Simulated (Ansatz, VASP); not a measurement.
**One calculation of Sb2P3H, two programs**

The input INCAR:

```
PREC = Accurate
ENCUT = 600
EDIFF = 1E-7
ISMEAR = 0
SIGMA = 0.1
LREAL = F
LASPH = T
NELM = 60
ALGO = Normal
ISIF = 3
LWAVE = F
LCHARG = F
GGA = PE
IBRION = 2
NSW = 90
EDIFFG = -0.04
```

The input KPOINTS:

```
regular mesh
0
Gamma
  4 4 2
```

POSCAR

```
Sb2P3H
1.0
    3.7737904900      0.0000000000      0.0000000000
    0.0000000000      3.7737904900      0.0000000000
    0.0000000000      0.0000000000      9.3931993700
Sb H P
2 1 3
Direct
    0.5000000000      0.5000000000      0.1864259300
    0.5000000000      0.5000000000      0.8135740700
    0.5000000000      0.5000000000      0.5000000000
    0.0000000000      0.5000000000      0.1636321100
    0.5000000000      0.0000000000      0.8363678900
    0.0000000000      0.0000000000      0.0000000000
```

Input for Ansatz:

```yaml
crystal:
  lattice:
    - [3.77379049, 0.0, 0.0]
    - [0.0, 3.77379049, 0.0]
    - [0.0, 0.0, 9.39319937]
  atoms:
    - { symbol: Sb, position: [0.5, 0.5, 0.18642593] }
    - { symbol: Sb, position: [0.5, 0.5, 0.81357407] }
    - { symbol: H, position: [0.5, 0.5, 0.5] }
    - { symbol: P, position: [0.0, 0.5, 0.16363211] }
    - { symbol: P, position: [0.5, 0.0, 0.83636789] }
    - { symbol: P, position: [0.0, 0.0, 0.0] }
basis:
  ecutwfc: 420
kpoints:
  mp_grid: { grid: [4, 4, 2] }
hamiltonian:
  xc: pbe
scf:
  occupations: { method: gaussian, width: 0.1 }
  lower_state_search: "off"
output:
  forces: true
  stress: true
  eigenvalues: true
relax:
  adjacent_minimum: "off"
  f_tol: 0.04
  max_steps: 70
  cell: { stress_tol: 0.4 }
```

Alike in both runs: task relaxation of cell and atoms; functional PBE; k mesh 4 × 4 × 2; occupations gaussian, width 0.1 eV; no spin polarisation.

|  | VASP | Ansatz |
| --- | --- | --- |
| version | VASP 6.6.1 | Ansatz 0.2.0 |
| potentials or method | VASP PAW PBE potentials, release 64 (Sb, H, P), cutoff 600 eV | scalar-relativistic, plane waves, PAW |
| valence electrons in the cell | 26 | 46 |

Ansatz gave:

| Quantity | Value |
| --- | --- |
| gap on the k mesh at the Fermi level, each at its own relaxed structure (eV) | none |
| relaxed volume (Å³/atom) | 21.22 |
| relaxed length of the cell vector where the two differ most in proportion (Å) | 11.964 |

Q: Which values does VASP return?

A: gap on the k mesh at the Fermi level, each at its own relaxed structure (eV): none; relaxed volume (Å³/atom): 26.63; relaxed length of the cell vector where the two differ most in proportion (Å): 7.023.

A gap of «none» marks a metal or a gap that the smearing closes. One of these differences is far larger than is usual between the two programs; its cause wasn't traced. VASP's potentials hold 26 valence electrons a cell and Ansatz's 46, so a difference there can come from the potentials and not from the codes.

The k mesh is coarse, so the values compare programs but aren't converged. Spin-orbit coupling is off throughout. Noted on VASP's run: the volume moved by over 15 % at a fixed basis, so the end points are rough.
